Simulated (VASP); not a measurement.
The system is TePb.

```
CELL_PARAMETERS angstrom
4.00229 0.00000 0.00000
0.00000 4.00229 0.00000
0.00000 0.00000 4.00229
ATOMIC_POSITIONS crystal
Pb 0.00000 0.00000 0.00000
Te 0.50000 0.50000 0.50000
```

| Property | Result |
| --- | --- |
| Program | VASP 6.6.1 |
| Task | relaxation of cell and atoms |
| Functional | revPBE |
| Dispersion | D4 |
| Potentials or basis | VASP PAW PBE potentials, release 64 (Pb_d, Te) |
| Cutoff | 600 eV |
| k mesh | 7 × 7 × 7 |
| Occupations | fermi-dirac, width 0.05 eV |
| Spin | no spin polarisation |

At the start: pressure 5.9 GPa; volume 32.05 Å³/atom.

Q: Where does the relaxation end?

A: Over 9 steps the energy falls by 6.6 meV/atom and the volume is 32.44 Å³/atom (+1.2 %); space group Pm-3m (No. 221, to 0.1 Å) before and after.

The path:
| step | energy change (eV) | largest force (eV/Å) | pressure (GPa) | volume (Å³) |
| --- | --- | --- | --- | --- |
| 1 | 0.0000 | 0.0000 | 5.90 | 64.11 |
| 2 | 0.2196 | 0.0000 | -0.63 | 75.70 |
| 3 | 0.2023 | 0.0000 | -3.65 | 74.33 |
| 4 | 0.0713 | 0.0000 | -3.69 | 69.94 |
| 5 | 0.0184 | 0.0000 | -3.26 | 66.98 |
| 6 | -0.0078 | 0.0000 | -2.17 | 65.54 |
| 7 | -0.0131 | 0.0000 | 0.30 | 64.82 |
| 8 | -0.0131 | 0.0000 | -0.13 | 64.91 |
| 9 | -0.0131 | 0.0000 | -0.05 | 64.88 |

Final structure:
```yaml
crystal:
  lattice:
    - [4.01823, 0.00000, 0.00000]
    - [0.00000, 4.01823, 0.00000]
    - [0.00000, 0.00000, 4.01823]
  atoms:
    - { symbol: Pb, position: [0.00000, 0.00000, 0.00000] }
    - { symbol: Te, position: [0.50000, 0.50000, 0.50000] }
```

Caveat: the PAW data sets were made with another functional, which shifts forces and pressure a little.
